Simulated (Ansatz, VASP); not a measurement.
# TiAl: VASP beside Ansatz

```
CELL_PARAMETERS angstrom
3.18015 0.00000 0.00000
0.00000 3.18015 0.00000
0.00000 0.00000 3.18015
ATOMIC_POSITIONS crystal
Al 0.00000 0.00000 0.00000
Ti 0.50000 0.50000 0.50000
```

Alike in both runs: functional PBE; k mesh 6 × 6 × 6; occupations gaussian, width 0.1 eV; no spin polarisation.

Ansatz relaxed the structure, and its values are those at the end. VASP's run is a single point on that final structure, the one shown.

```csv
,VASP,Ansatz
version,VASP 6.6.1,Ansatz 0.2.0
potentials or method,"VASP PAW PBE potentials, release 64 (Al, Ti_sv), cutoff 500 eV","scalar-relativistic, plane waves, PAW"
valence electrons in the cell,15,15
```

```tsv
	VASP	Ansatz	Ansatz less VASP
gap on the k mesh at the Fermi level (eV)	none	none	-
pressure (GPa)	0.4	0.5	+0.06
```

A gap of «none» marks a metal or a gap that the smearing closes.
